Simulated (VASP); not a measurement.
The system is BeGa2C2.

```
CELL_PARAMETERS angstrom
-1.97178 1.97178 4.56474
1.97178 -1.97178 4.56474
1.97178 1.97178 -4.56474
ATOMIC_POSITIONS crystal
Be 0.00000 0.00000 0.00000
Ga 0.25000 0.75000 0.50000
Ga 0.75000 0.25000 0.50000
C 0.63737 0.63737 0.00000
C 0.36263 0.36263 0.00000
```

The cell was generated, and may not be a known phase.

- Program: VASP 6.6.1
- Task: relaxation of cell and atoms
- Functional: PBE
- Potentials or basis: VASP PAW PBE potentials, release 64 (Be, Ga_d, C)
- Cutoff: 600 eV
- k mesh: 6 × 6 × 6
- Occupations: gaussian, width 0.1 eV
- Spin: no spin polarisation

At the start: pressure -11.5 GPa; volume 14.20 Å³/atom.

**Question.** How do energy, volume and symmetry change on relaxing?

**Answer.** Over 22 steps the energy falls by 476.7 meV/atom and the volume is 11.36 Å³/atom (-20.0 %); space group I4/mmm (No. 139, to 0.1 Å) before and after.

The path:
| step | energy change (eV) | largest force (eV/Å) | pressure (GPa) | volume (Å³) |
| --- | --- | --- | --- | --- |
| 1 | 0.0000 | 0.1840 | -11.53 | 70.99 |
| 2 | -0.5578 | 1.5187 | -0.56 | 60.97 |
| 3 | -0.5848 | 1.9068 | 3.26 | 58.91 |
| 4 | -1.1107 | 2.9327 | 5.62 | 55.47 |
| 5 | -1.5371 | 0.7079 | 30.27 | 47.45 |
| 6 | -1.6000 | 3.2706 | 14.40 | 51.11 |
| 7 | -1.6706 | 2.8109 | 19.02 | 49.66 |
| 8 | -1.9831 | 0.2797 | 18.32 | 50.23 |
| 9 | -1.9859 | 0.2068 | 18.73 | 50.30 |
| 10 | -2.1932 | 0.1987 | 10.82 | 52.55 |
| 11 | -2.3250 | 0.7574 | 1.12 | 56.20 |
| 12 | -2.3271 | 0.8330 | -0.29 | 56.77 |
| 13 | -2.3448 | 0.3819 | -0.16 | 57.03 |
| 14 | -2.3496 | 0.0085 | 0.02 | 57.23 |
| 15 | -2.3496 | 0.0509 | 0.02 | 57.25 |
| 16 | -2.3549 | 0.0353 | -0.13 | 57.32 |
| 17 | -2.3678 | 0.0110 | -0.70 | 57.53 |
| 18 | -2.3760 | 0.0076 | -1.65 | 57.91 |
| 19 | -2.3823 | 0.1833 | 0.17 | 56.94 |
| 20 | -2.3823 | 0.1817 | 0.16 | 56.94 |
| 21 | -2.3816 | 0.2028 | 0.11 | 56.62 |
| 22 | -2.3833 | 0.0097 | 0.08 | 56.80 |

Final structure:
```
Be Ga C
1.0
    -1.94516    1.94516    3.75331
     1.94516   -1.94516    3.75331
     1.94516    1.94516   -3.75331
Be Ga C
1 2 2
Direct
  0.00000 0.00000 0.00000
  0.25000 0.75000 0.50000
  0.75000 0.25000 0.50000
  0.59770 0.59770 0.00000
  0.40230 0.40230 0.00000
```

Caveat: the volume moved by over 15 % at a fixed basis, so the end points are rough.
